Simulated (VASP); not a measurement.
A run of VASP 6.6.1 is set up as follows.

INCAR

```
  ALGO = Normal
  EDIFF = 1E-6
  ENCUT = 600
  GGA = PE
  GGA_COMPAT = False
  ISIF = 2
  ISMEAR = 0
  LASPH = True
  LCHARG = False
  LREAL = False
  LWAVE = False
  NBANDS = 11
  NELM = 120
  PREC = Accurate
  SIGMA = 0.01
```

KPOINTS

```
k-points
0
Gamma
  4 4 4
```

File POSCAR:

```
BeTe
1.0
    0.0000000000      2.8286236255      2.8851960980
    2.8286236255      0.0000000000      2.8851960980
    2.8286236255      2.8286236255      0.0000000000
Be Te
1 1
Direct
    0.0000000000      0.0000000000      0.0000000000
    0.2500000000      0.2500000000      0.2500000000
```

Potentials or basis: VASP PAW PBE potentials, release 64 (Be, Te).

Run with:

```sh
$ cat potpaw_PBE.64/Be/POTCAR potpaw_PBE.64/Te/POTCAR > POTCAR
$ mpirun -np 1 vasp_std > vasp.out
```

(1) Estimate the pressure.

(2) Predict the band gap on the k mesh.

## Answers

(1) -0.4 GPa.

(2) 1.97 eV, indirect (least direct gap 3.54 eV).

Caveat: the k points lie up to 0.48 Å⁻¹ apart; the cell differs from its parent crystal (uniaxial z strain +2.0%); spin-orbit coupling is left out, which moves the levels of the heavy elements.
